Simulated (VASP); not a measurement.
The system is HWCl6.

```
H W Cl
1.0
    -3.13790    3.13790    4.51968
     3.13790   -3.13790    4.51968
     3.13790    3.13790   -4.51968
H W Cl
1 1 6
Direct
  0.50000 0.50000 0.00000
  0.00000 0.00000 0.00000
  0.94343 0.94343 0.39588
  0.54754 0.54754 0.60412
  0.05657 0.45246 0.00000
  0.45246 0.05657 0.00000
  0.50000 0.00000 0.50000
  0.00000 0.50000 0.50000
```

The cell was generated, and may not be a known phase.

```yaml
Program: VASP 6.6.1
Task: relaxation of cell and atoms
Functional: PBE
Potentials_or_basis: VASP PAW PBE potentials, release 64 (H, W_sv, Cl)
Cutoff: 600 eV
k_mesh: 3 × 3 × 3
Occupations: gaussian, width 0.15 eV
Spin: no spin polarisation
```

At the start: pressure -9.1 GPa; volume 22.25 Å³/atom.

Problem. Where does the relaxation end?

Solution. Over 30 steps the energy falls by 1002.3 meV/atom and the volume is 25.92 Å³/atom (+16.5 %); space group I-42m (No. 121, to 0.1 Å) before and after.

Step by step:
```
step  energy change (eV)  largest force (eV/Å)  pressure (GPa)  volume (Å³)
   1              0.0000                2.4306           -9.05       178.01
   2             -2.9112                2.7709           -2.61       147.38
   3             -3.5344                1.8214            9.60       129.93
   4             -3.5557                2.0601            6.98       132.59
   5             -4.5736                0.9792           13.79       135.81
   6             -4.5741                0.9463           13.68       135.78
   7             -5.6008                0.4680            5.81       153.36
   8             -6.1034                0.3366            0.87       174.81
   9             -6.0960                1.0168           -2.44       222.86
  10             -6.8447                0.8765           -0.33       243.60
  11             -7.0228                1.7708            1.52       257.57
  12             -7.2094                0.5805           -2.26       287.06
  13             -7.2818                0.2439           -1.16       276.65
  14             -7.3677                0.4862           -0.70       270.70
  15             -7.4214                0.8387            0.07       262.51
  16             -7.4841                0.5870           -0.45       259.59
  17             -7.5473                0.5952           -1.46       252.97
  18             -7.6110                0.5760           -1.23       247.16
  19             -7.7573                0.5505           -0.25       230.23
  20             -7.6844                0.8514            3.54       198.62
  21             -7.7903                0.6487            1.05       217.53
  22             -7.8767                0.4720            0.66       212.97
  23             -7.9496                0.4371            0.01       203.40
  24             -7.9503                0.4121            0.07       204.37
  25             -7.9801                0.2919            0.18       204.61
  26             -8.0134                0.1396            0.61       205.25
  27             -8.0142                0.0784            0.55       205.17
  28             -8.0172                0.1132           -0.02       207.06
  29             -8.0173                0.0849            0.07       206.74
  30             -8.0185                0.0730            0.07       207.33
```

Final structure:
```yaml
crystal:
  lattice:
    - [-4.16473, 4.16473, 2.98826]
    - [4.16473, -4.16473, 2.98826]
    - [4.16473, 4.16473, -2.98826]
  atoms:
    - { symbol: H, position: [0.50000, 0.50000, 0.00000] }
    - { symbol: W, position: [0.00000, 0.00000, 0.00000] }
    - { symbol: Cl, position: [0.85839, 0.85839, 0.25507] }
    - { symbol: Cl, position: [0.60333, 0.60333, 0.74493] }
    - { symbol: Cl, position: [0.14161, 0.39667, 0.00000] }
    - { symbol: Cl, position: [0.39667, 0.14161, 0.00000] }
    - { symbol: Cl, position: [0.50000, 0.00000, 0.50000] }
    - { symbol: Cl, position: [0.00000, 0.50000, 0.50000] }
```

Caveat: the k points lie up to 0.43 Å⁻¹ apart in the final cell, too coarse for converged energies and pressures of a metal; the volume moved by over 15 % at a fixed basis, so the end points are rough; an odd number of electrons without spin polarisation forces a metal; a magnetic or distorted state may lie lower; the relaxation stopped at a loose force limit of 0.08 eV/Å, so its end isn't a converged minimum.
